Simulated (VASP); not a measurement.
# CdS (Hawleyite) (F-43m) in VASP: notebook, part 3 of 3

VASP 6.6.1. The steps go on from the part before.

## (5) Relaxation of cell and atoms, LDA

Input file INCAR:

```
  PREC = Accurate
  ENCUT = 600
  EDIFF = 1E-6
  ISMEAR = -1
  SIGMA = 0.02
  LREAL = False
  LASPH = True
  NELM = 80
  ALGO = Normal
  ISIF = 3
  LWAVE = False
  LCHARG = False
  GGA = CA
  IBRION = 2
  NSW = 80
  EDIFFG = -0.005
```

Input file KPOINTS:

```
Automatic mesh
0
Gamma
  6 6 6
```

Input file POSCAR:

```
CdS
1.0
    0.0000000000      2.9632110667      2.9632110667
    2.9632110667      0.0000000000      2.9632110667
    2.9632110667      2.9632110667      0.0000000000
Cd S
1 1
Direct
    0.0000000000      0.0000000000      0.0000000000
    0.2500000000      0.2500000000      0.2500000000
```

Potentials or basis: VASP PAW LDA potentials, release 64 (Cd, S).

Started as:

```console
$ cat potpaw_LDA.64/Cd/POTCAR potpaw_LDA.64/S/POTCAR > POTCAR
$ mpirun -np 1 vasp_std > vasp.out
```

OUTCAR:

```text
PREC = Accurate
   ENCUT = 600
   EDIFF = 1E-6
   ISMEAR = -1
   LREAL = False
   LASPH = True
   NELM = 80
   ISIF = 3
   GGA = CA
   IBRION = 2
   NSW = 80
   EDIFFG = -0.005

 ion  position               nearest neighbor table
   1  0.000  0.000  0.000-   2 2.57   2 2.57   2 2.57   2 2.57
   2  0.250  0.250  0.250-   1 2.57   1 2.57   1 2.57   1 2.57

  LATTYP: Found a face centered cubic cell.
 ALAT       =     5.9264221334

  Lattice vectors:

 A1 = (   0.0000000000,   2.9632110667,   2.9632110667)
 A2 = (   2.9632110667,   0.0000000000,   2.9632110667)
 A3 = (   2.9632110667,   2.9632110667,   0.0000000000)

Analysis of symmetry for initial positions (statically):
=====================================================================
 Subroutine PRICEL returns:
 Original cell was already a primitive cell.

 Routine SETGRP: Setting up the symmetry group for a
 face centered cubic supercell.

 Subroutine GETGRP returns: Found 24 space group operations
 (whereof 24 operations were pure point group operations)
 out of a pool of 48 trial point group operations.

The static configuration has the point symmetry T_d .

Analysis of symmetry for dynamics (positions and initial velocities):
=====================================================================
 Subroutine PRICEL returns:
 Original cell was already a primitive cell.

 Routine SETGRP: Setting up the symmetry group for a
 face centered cubic supercell.

 Subroutine GETGRP returns: Found 24 space group operations
 (whereof 24 operations were pure point group operations)
 out of a pool of 48 trial point group operations.

The dynamic configuration has the point symmetry T_d .

 Subroutine INISYM returns: Found 24 space group operations
 (whereof 24 operations are pure point group operations),
 and found     1 'primitive' translations

----------------------------------------------------------------------------------------

                                     Primitive cell

  volume of cell :      52.0377

  direct lattice vectors                    reciprocal lattice vectors
     0.000000000  2.963211067  2.963211067    -0.168735871  0.168735871  0.168735871
     2.963211067  0.000000000  2.963211067     0.168735871 -0.168735871  0.168735871
     2.963211067  2.963211067  0.000000000     0.168735871  0.168735871 -0.168735871

  length of vectors
     4.190613279  4.190613279  4.190613279     0.292259101  0.292259101  0.292259101

  position of ions in fractional coordinates (direct lattice)
     0.000000000  0.000000000  0.000000000
     0.250000000  0.250000000  0.250000000

  ion indices of the primitive-cell ions
   primitive index   ion index
                 1           1
                 2           2

----------------------------------------------------------------------------------------

 KPOINTS: Automatic mesh

Automatic generation of k-mesh.
 Grid dimensions read from file:
 generate k-points for:    6    6    6

 Generating k-lattice:

  Cartesian coordinates                     Fractional coordinates (reciprocal lattice)
    -0.028122645  0.028122645  0.028122645     0.166666667  0.000000000  0.000000000
     0.028122645 -0.028122645  0.028122645     0.000000000  0.166666667  0.000000000
     0.028122645  0.028122645 -0.028122645     0.000000000  0.000000000  0.166666667

  Length of vectors
     0.048709850  0.048709850  0.048709850

  Shift w.r.t. Gamma in fractional coordinates (k-lattice)
     0.000000000  0.000000000  0.000000000

 Subroutine IBZKPT returns following result:
 ===========================================

 Found     16 irreducible k-points:

 Following reciprocal coordinates:
            Coordinates               Weight
  0.000000  0.000000  0.000000      1.000000
  0.166667  0.000000  0.000000      8.000000
  0.333333  0.000000  0.000000      8.000000
  0.500000  0.000000  0.000000      4.000000
  0.166667  0.166667  0.000000      6.000000
  0.333333  0.166667  0.000000     24.000000
[... 8 lines left out ...]
 -0.333333  0.333333  0.166667     24.000000
 -0.333333  0.500000  0.166667     12.000000
   k-points           NKPTS =     16   k-points in BZ     NKDIM =     16   number of bands    NBANDS=     13
   number of dos      NEDOS =    301   number of ions     NIONS =      2
   total plane-waves  NPLWV =  46656
   dimension x,y,z NGX =    36 NGY =   36 NGZ =   36
   dimension x,y,z NGXF=    72 NGYF=   72 NGZF=   72
   ions per type =               1   1
   NGX,Y,Z   is equivalent  to a cutoff of  14.28, 14.28, 14.28 a.u.
   NGXF,Y,Z  is equivalent  to a cutoff of  28.56, 28.56, 28.56 a.u.
 SYSTEM =  unknown system
   PREC   = accura    normal or accurate (medium, high low for compatibility)
   ISTART =      0    job   : 0-new  1-cont  2-samecut
   ICHARG =      2    charge: 1-file 2-atom 10-const
   ISPIN  =      1    spin polarized calculation?
   LNONCOLLINEAR =      F non collinear calculations
   LSORBIT =      F    spin-orbit coupling
   LASPH  =      T    aspherical Exc in radial PAW
   ENCUT  =  600.0 eV  44.10 Ry    6.64 a.u.   8.37  8.37  8.37*2*pi/ulx,y,z
   NELM   =     80;   NELMIN=  2; NELMDL= -5     # of ELM steps
   EDIFF  = 0.1E-05   stopping-criterion for ELM
   LREAL  =      F    real-space projection
   EDIFFG = -.5E-02   stopping-criterion for IOM
   NSW    =     80    number of steps for IOM
   IBRION =      2    ionic relax: 0-MD 1-quasi-New 2-CG
   NFREE  =      1    steps in history (QN), initial steepest desc. (CG)
   ISIF   =      3    stress and relaxation
   ISYM   =      2    0-nonsym 1-usesym 2-fastsym
   POTIM  = 0.5000    time-step for ionic-motion
   TEBEG  =    0.0;   TEEND  =   0.0 temperature during run
   PSTRESS=    0.0 pullay stress
   NELECT =      18.0000    total number of electrons
   NUPDOWN=      -1.0000    fix difference up-down
   EMIN   =  10.00;   EMAX   =-10.00  energy-range for DOS
   EFERMI =   0.00;   METHOD = LEGACY
   ISMEAR =    -1;   SIGMA  =   0.02  broadening in eV -4-tet -1-fermi 0-gaus
   EFERMI_NEDOS =   21; number of points for ismear=-14 and -15
   IALGO  =     38    algorithm
   IMIX   =      4    mixing-type and parameters
     AMIX     =   0.40;   BMIX     =  1.00
     AMIX_MAG =   1.60;   BMIX_MAG =  1.00
  volume/ion in A,a.u.               =      26.02       175.58
  Fermi-wavevector in a.u.,A,eV,Ry     =   1.149193  2.171660 17.968469  1.320645
  Thomas-Fermi vector in A             =   2.285864
   LORBIT       =      0    0 simple, 1 ext, 2 COOP (PROOUT), +10 PAW based schemes
   GGA     = CA    functional components
   LHFCALC =     F    Hartree Fock is set to
   AEXX    =    0.0000 exact exchange contribution
   IVDW    =     0    specifies the selected vdW correction
   LEPSILON=     F    determine dielectric tensor
   LRPA    =     F    only Hartree local field effects (RPA)
 conjugate gradient relaxation of ions
 non-spin polarized calculation
  energy-cutoff  :      600.00
  volume of cell :       52.04
 maximum number of plane-waves:      1807
 NGX is ok and might be reduce to    36
   NGX = 17   NGY = 17   NGZ = 17

--------------------------------------- Ionic step        1  -------------------------------------------

 number of electron      17.9999999 magnetization

 Free energy of the ion-electron system (eV)
  ---------------------------------------------------
  ext. energy  EPLUGINS =         0.00000000
  ---------------------------------------------------
  free energy    TOTEN  =        -7.34547912 eV

  energy without entropy =       -7.34547912  energy(sigma->0) =       -7.34547912

------------------------ aborting loop because EDIFF is reached ----------------------------------------

  FORCE on cell =-STRESS in cart. coord.  units (eV):
  Direction    XX          YY          ZZ          XY          YZ          ZX
  --------------------------------------------------------------------------------------
  -------------------------------------------------------------------------------------
  Total       -1.4592536     -1.4592536     -1.4592536      0.0000000      0.0000000     -0.0000000
  in kB      -44.9286736    -44.9286736    -44.9286736      0.0000000      0.0000000     -0.0000000
  external PRESSURE =     -44.9286736 kB  Pullay stress =       0.0000000 kB
[... 165 lines left out ...]
  energy  without entropy=       -7.4057035133  energy(sigma->0) =       -7.40570351

--------------------------------------- Ionic step        6  -------------------------------------------

 number of electron      18.0000001 magnetization

 Free energy of the ion-electron system (eV)
  ---------------------------------------------------
  ext. energy  EPLUGINS =         0.00000000
  ---------------------------------------------------
  free energy    TOTEN  =        -7.40571220 eV

  energy without entropy =       -7.40571220  energy(sigma->0) =       -7.40571220

 E-fermi :   1.8707     XC(G=0):  -9.7310

 val. band max:        1.4149109034   @ k =   0.0000   0.0000   0.0000
 cond. band min:       2.3743852649   @ k =   0.0000   0.0000   0.0000
 fundamental gap:      0.9594743614
 Fermi energy:         1.8707226980

 k-point     1 :       0.0000    0.0000    0.0000
  band No.  band energies     occupation
      1     -11.1445      2.00000
      2      -6.4933      2.00000
      3      -6.4933      2.00000
      4      -6.4933      2.00000
      5      -5.9642      2.00000
      6      -5.9642      2.00000
      7       1.4149      2.00000
      8       1.4149      2.00000
      9       1.4149      2.00000
     10       2.3744      0.00000
     11       7.7651      0.00000
     12       7.7651      0.00000
     13       7.7651      0.00000
[... 267 lines left out ...]
  FREE ENERGIE OF THE ION-ELECTRON SYSTEM (eV)
  ---------------------------------------------------
  free  energy   TOTEN  =        -7.4057121969 eV

  energy  without entropy=       -7.4057121969  energy(sigma->0) =       -7.40571220

 reached required accuracy - stopping structural energy minimisation
```

OSZICAR:

```text
N       E                     dE             d eps       ncg     rms          rms(c)
DAV:   1     0.124373360509E+03    0.12437E+03   -0.99569E+03   416   0.142E+03
DAV:   2    -0.207469784350E+01   -0.12645E+03   -0.12098E+03   471   0.322E+02
DAV:   3    -0.782296555118E+01   -0.57483E+01   -0.57309E+01   501   0.707E+01
[... 47 lines left out ...]
DAV:   1    -0.740588139733E+01   -0.17790E-03   -0.34282E-03   456   0.840E-01    0.988E-02
DAV:   2    -0.740572793735E+01    0.15346E-03   -0.39864E-04   466   0.343E-01    0.356E-02
DAV:   3    -0.740571390068E+01    0.14037E-04   -0.41345E-05   446   0.793E-02    0.297E-02
DAV:   4    -0.740571235589E+01    0.15448E-05   -0.23725E-06   400   0.186E-02    0.556E-03
DAV:   5    -0.740571219686E+01    0.15903E-06   -0.46779E-07   208   0.123E-02
   6 F= -.74057122E+01 E0= -.74057122E+01  d E =-.292153E-04
```

It took 45 s on 1 thread of AMD EPYC 9R45 (Zen 5), shared host; peak memory 0.16 GiB.

Results:

| Quantity | Value |
| --- | --- |
| Free energy | -7.4057 eV |
| Relaxed volume | 24.03 Å³/atom |
| Relaxed cell | a = 4.081 Å, b = 4.081 Å, c = 4.081 Å, α = 60.00°, β = 60.00°, γ = 60.00° |
| Space group after relaxing (to 0.05 Å) | F-43m (No. 216) |
| Energy gained by relaxing | 30.1 meV/atom |
| Ionic steps | 6 |
| Pressure after relaxing | 0.0 GPa |
| Band gap on the k mesh | 0.96 eV, direct |

The path:
| step | energy change (eV) | largest force (eV/Å) | pressure (GPa) | volume (Å³) |
| --- | --- | --- | --- | --- |
| 1 | 0.0000 | 0.0000 | -4.49 | 52.04 |
| 2 | -0.0520 | 0.0000 | 2.05 | 46.73 |
| 3 | -0.0602 | 0.0000 | -0.03 | 48.06 |
| 4 | -0.0602 | 0.0000 | 0.13 | 47.98 |
| 5 | -0.0602 | 0.0000 | -0.06 | 48.10 |
| 6 | -0.0602 | 0.0000 | 0.01 | 48.06 |

Final structure:
```
Cd S
1.0
     0.00000    2.88564    2.88564
     2.88564    0.00000    2.88564
     2.88564    2.88564    0.00000
Cd S
1 1
Cartesian
  0.0000 0.0000 0.0000
  1.4428 1.4428 1.4428
```

A hybrid or GW would open this gap; LDA tends to underestimate it. Zero-point motion and thermal expansion aren't in these numbers.

## (6) Relaxation of cell and atoms, LDA

Input file INCAR:

```
  PREC = Accurate
  ENCUT = 540
  EDIFF = 1E-7
  ISMEAR = -1
  SIGMA = 0.02
  LREAL = False
  LASPH = True
  NELM = 120
  ALGO = Normal
  ISIF = 3
  LWAVE = False
  LCHARG = False
  GGA = CA
  IBRION = 2
  NSW = 80
  EDIFFG = -0.005
  GGA_COMPAT = False
  NELMIN = 4
```

KPOINTS is that of step 5.

POSCAR is that of step 5.

Potentials or basis: VASP PAW LDA potentials, release 64 (Cd_sv_GW, S).

Started as:

```console
$ cat potpaw_LDA.64/Cd_sv_GW/POTCAR potpaw_LDA.64/S/POTCAR > POTCAR
$ mpirun -np 1 vasp_std > vasp.out
```

OUTCAR:

```text
PREC = Accurate
   ENCUT = 540
   EDIFF = 1E-7
   ISMEAR = -1
   LREAL = False
   LASPH = True
   NELM = 120
   ISIF = 3
   GGA = CA
   IBRION = 2
   NSW = 80
   EDIFFG = -0.005
   NELMIN = 4

 ion  position               nearest neighbor table
   1  0.000  0.000  0.000-   2 2.57   2 2.57   2 2.57   2 2.57
   2  0.250  0.250  0.250-   1 2.57   1 2.57   1 2.57   1 2.57

  LATTYP: Found a face centered cubic cell.
 ALAT       =     5.9264221334

  Lattice vectors:

 A1 = (   0.0000000000,   2.9632110667,   2.9632110667)
 A2 = (   2.9632110667,   0.0000000000,   2.9632110667)
 A3 = (   2.9632110667,   2.9632110667,   0.0000000000)

Analysis of symmetry for initial positions (statically):
=====================================================================
 Subroutine PRICEL returns:
 Original cell was already a primitive cell.

[... 199 lines left out ...]

 val. band max:        3.5983354955   @ k =   0.0000   0.0000   0.0000
 cond. band min:       4.6662522395   @ k =   0.0000   0.0000   0.0000
 fundamental gap:      1.0679167440
 Fermi energy:         4.1408392622

 k-point     1 :       0.0000    0.0000    0.0000
  band No.  band energies     occupation
      1     -97.3703      2.00000
      2     -58.7638      2.00000
      3     -58.7638      2.00000
      4     -58.7638      2.00000
      5      -9.3558      2.00000
      6      -4.5677      2.00000
[... 344 lines left out ...]
--------------------------------------- Ionic step        3  -------------------------------------------

 number of electron      26.0000008 magnetization

 Free energy of the ion-electron system (eV)
  ---------------------------------------------------
  ext. energy  EPLUGINS =         0.00000000
  ---------------------------------------------------
  free energy    TOTEN  =        -7.46443803 eV

  energy without entropy =       -7.46443803  energy(sigma->0) =       -7.46443803

 E-fermi :   3.6084     XC(G=0):  -9.9350

 val. band max:        3.1135077707   @ k =   0.0000   0.0000   0.0000
 cond. band min:       4.0935143973   @ k =   0.0000   0.0000   0.0000
 fundamental gap:      0.9800066266
 Fermi energy:         3.6084410643

 k-point     1 :       0.0000    0.0000    0.0000
  band No.  band energies     occupation
      1     -97.7362      2.00000
      2     -59.1295      2.00000
      3     -59.1295      2.00000
      4     -59.1295      2.00000
      5      -9.5377      2.00000
      6      -4.8492      2.00000
[... 338 lines left out ...]
  FREE ENERGIE OF THE ION-ELECTRON SYSTEM (eV)
  ---------------------------------------------------
  free  energy   TOTEN  =        -7.4644380341 eV

  energy  without entropy=       -7.4644380341  energy(sigma->0) =       -7.46443803

 reached required accuracy - stopping structural energy minimisation
```

Run time: 58 s. Hardware: 1 thread of AMD EPYC 7R43 (Zen 3), shared host; peak memory 0.13 GiB.

Results:

* Free energy: -7.4644 eV
* Relaxed volume: 23.68 Å³/atom
* Relaxed cell: a = 4.061 Å, b = 4.061 Å, c = 4.061 Å, α = 60.00°, β = 60.00°, γ = 60.00°
* Space group after relaxing (to 0.05 Å): F-43m (No. 216)
* Energy gained by relaxing: 45.5 meV/atom
* Ionic steps: 3
* Pressure after relaxing: 0.0 GPa
* Band gap on the k mesh: 0.98 eV, direct

Step by step:
```
step  energy change (eV)  largest force (eV/Å)  pressure (GPa)  volume (Å³)
   1              0.0000                0.0000           -5.72        52.04
   2             -0.0694                0.0000            3.57        45.35
   3             -0.0910                0.0000           -0.03        47.36
```

Final structure:
```yaml
crystal:
  lattice:
    - [0.00000, 2.87167, 2.87167]
    - [2.87167, 0.00000, 2.87167]
    - [2.87167, 2.87167, 0.00000]
  atoms:
    - { symbol: Cd, position: [0.00000, 0.00000, 0.00000] }
    - { symbol: S, position: [0.25000, 0.25000, 0.25000] }
```

## (7) Summary

| task | level | potentials or basis | cell | k mesh | cutoff (eV) | smearing | second run | gap on the mesh (eV) | pressure (GPa) | relaxed volume (Å³/atom) |
| --- | --- | --- | --- | --- | --- | --- | --- | --- | --- | --- |
| single point | PBE | VASP PAW PBE potentials, release 64 (Cd, S) | a = 4.191 Å, angles 60.0°, 2 atoms | 8 × 8 × 8 | 520 | fermi-dirac 0.02 eV | - | 1.04 | 0.3 | - |
| single point | r2SCAN | VASP PAW PBE potentials, release 64 (Cd, S) | a = 4.157 Å, angles 60.0°, 2 atoms | 8 × 8 × 8 | 520 | gaussian 0.01 eV | - | 1.54 | 0.3 | - |
| relaxation of cell and atoms | PBEsol | VASP PAW PBE potentials, release 64 (Cd, S) | relaxed from a = 4.191 Å, angles 60.0°, 2 atoms | 6 × 6 × 6 | 600 | fermi-dirac 0.02 eV | - | 1.00 | 0.0 | 24.84 |
| relaxation of cell and atoms | LDA | VASP PAW LDA potentials, release 64 (Cd, S) | relaxed from a = 4.191 Å, angles 60.0°, 2 atoms | 6 × 6 × 6 | 600 | fermi-dirac 0.02 eV | - | 0.96 | 0.0 | 24.03 |
| relaxation of cell and atoms | LDA | VASP PAW LDA potentials, release 64 (Cd_sv_GW, S) | relaxed from a = 4.191 Å, angles 60.0°, 2 atoms | 6 × 6 × 6 | 540 | fermi-dirac 0.02 eV | valence_matched | 0.98 | 0.0 | 23.68 |

Alike in all rows: no spin polarisation.

Caveats: the PAW data sets were made with another functional, which shifts forces and pressure a little (some runs).

Total energies depend on the potentials used, so only differences within one code and one set of settings carry meaning.
